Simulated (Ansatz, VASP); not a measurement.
One calculation of SrO, two programs

File INCAR:

```
SYSTEM = SrO
ALGO = Normal
EDIFF = 1E-6
ENCUT = 520
GGA = PE
ISIF = 2
ISMEAR = 0
LASPH = .TRUE.
LCHARG = .FALSE.
LREAL = .FALSE.
LWAVE = .FALSE.
NBANDS = 15
NELM = 80
PREC = Accurate
SIGMA = 0.02
```

The input KPOINTS:

```
k-points
0
G
  8 8 8
  0 0 0
```

Contents of POSCAR:

```
SrO
1.0
   -0.0039060960      2.5509890640      2.5432539660
    2.5210508940      0.0116154960      2.5277323740
    2.5224899820      2.5369065600      0.0101764080
Sr O
1 1
Direct
    0.0458946221     -0.0351778349     -0.0036539809
    0.4541053779      0.5351778349      0.5036539809
```

Input for Ansatz:

```yaml
crystal:
  lattice:
    - [-0.003906096, 2.550989064, 2.543253966]
    - [2.521050894, 0.011615496, 2.527732374]
    - [2.522489982, 2.53690656, 0.010176408]
  atoms:
    - { symbol: Sr, position: [0.0458946221, -0.0351778349, -0.0036539809] }
    - { symbol: O, position: [0.4541053779, 0.5351778349, 0.5036539809] }
basis:
  ecutwfc: 420
kpoints:
  mp_grid: { grid: [8, 8, 8] }
hamiltonian:
  xc: pbe
scf:
  occupations: { method: gaussian, width: 0.02 }
output:
  forces: true
  stress: true
  eigenvalues: true
```

Change from the starting cell: all atoms moved at random, cell strained at random.

Alike in both runs: task single point; functional PBE; k mesh 8 × 8 × 8; occupations gaussian, width 0.02 eV; no spin polarisation.

|  | VASP | Ansatz |
| --- | --- | --- |
| version | VASP 6.6.1 | Ansatz 0.2.0 |
| potentials or method | VASP PAW PBE potentials, release 64 (Sr_sv, O), cutoff 520 eV | scalar-relativistic, plane waves, PAW |
| valence electrons in the cell | 16 | 16 |

|  | VASP | Ansatz | Ansatz less VASP |
| --- | --- | --- | --- |
| gap on the k mesh at the Fermi level (eV) | 3.69 | 3.73 | +0.035 |
| least direct gap on the mesh (eV) | 3.69 | 3.73 | +0.035 |
| pressure (GPa) | 11.4 | 10.5 | -0.85 |
| traceless stress, the component that is largest in VASP (GPa) | -3.72 | -3.52 | +0.203 |
| rms of the force components (eV/Å) | 0.600 | 0.567 | -0.0336 |

Atom by atom the forces differ by 0.034 eV/Å (rms over components).
